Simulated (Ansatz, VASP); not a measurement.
**PbS: VASP and Ansatz over several settings**

```
Pb S
1.0
     4.08970    0.00000    0.00000
    -2.04485    3.54178    0.00000
     0.00000    0.00000    3.78817
Pb S
1 1
Direct
  0.00000 0.00000 0.00000
  0.66667 0.33333 0.50000
```

Single points on this cell with VASP 6.6.1 and Ansatz 0.2.0. Each row is one pair of runs. Alike in all rows: spin: off; VASP's potentials, cutoff: VASP PAW PBE potentials, release 64 (Pb_d, S), 520 eV; Ansatz's potentials, cutoff: Ansatz PAW, 420 eV.

| level | k mesh | smearing | gap on the k mesh at the Fermi level (eV), VASP | gap on the k mesh at the Fermi level (eV), Ansatz | least direct gap on the mesh (eV), VASP | least direct gap on the mesh (eV), Ansatz | pressure (GPa), VASP | pressure (GPa), Ansatz |
| --- | --- | --- | --- | --- | --- | --- | --- | --- |
| PBE | 8 × 8 × 7 | gaussian, width 0.023 eV | 0.21 | 0.21 | 1.65 | 1.64 | 0.0 | 0.1 |
| PBE-based screened hybrid | 4 × 4 × 4 | fermi-dirac, width 0.05 eV | 0.92 | 0.90 | 1.62 | 1.58 | -1.4 | -1.2 |
| B3LYP | 4 × 4 × 4 | fermi-dirac, width 0.05 eV | 1.16 | 1.14 | 1.88 | 1.84 | 1.8 | 1.9 |
| PBE | 8 × 8 × 7 | gaussian, width 0.014 eV | 0.21 | 0.21 | 1.65 | 1.64 | 0.0 | 0.1 |
| PBE | 8 × 8 × 7 | gaussian, width 0.015 eV | 0.21 | 0.21 | 1.65 | 1.64 | 0.0 | 0.1 |
| PBE | 8 × 8 × 7 | gaussian, width 0.016 eV | 0.21 | 0.21 | 1.65 | 1.64 | 0.0 | 0.1 |
| PBE | 8 × 8 × 7 | gaussian, width 0.017 eV | 0.21 | 0.21 | 1.65 | 1.64 | 0.0 | 0.1 |
| PBE | 8 × 8 × 7 | gaussian, width 0.018 eV | 0.21 | 0.21 | 1.65 | 1.64 | 0.0 | 0.1 |

Gap on the k mesh at the fermi level (eV): the two programs differ by at most 0.025; least direct gap on the mesh (eV): the two programs differ by at most 0.039; pressure (GPa): the two programs differ by at most 0.21.

The k mesh is coarse in some rows, so the values compare programs but aren't converged. Spin-orbit coupling is off throughout. Noted on Ansatz's runs: odd divisions of the mesh miss points on the zone boundary, where band edges often lie, so the gap on the mesh can be too wide.
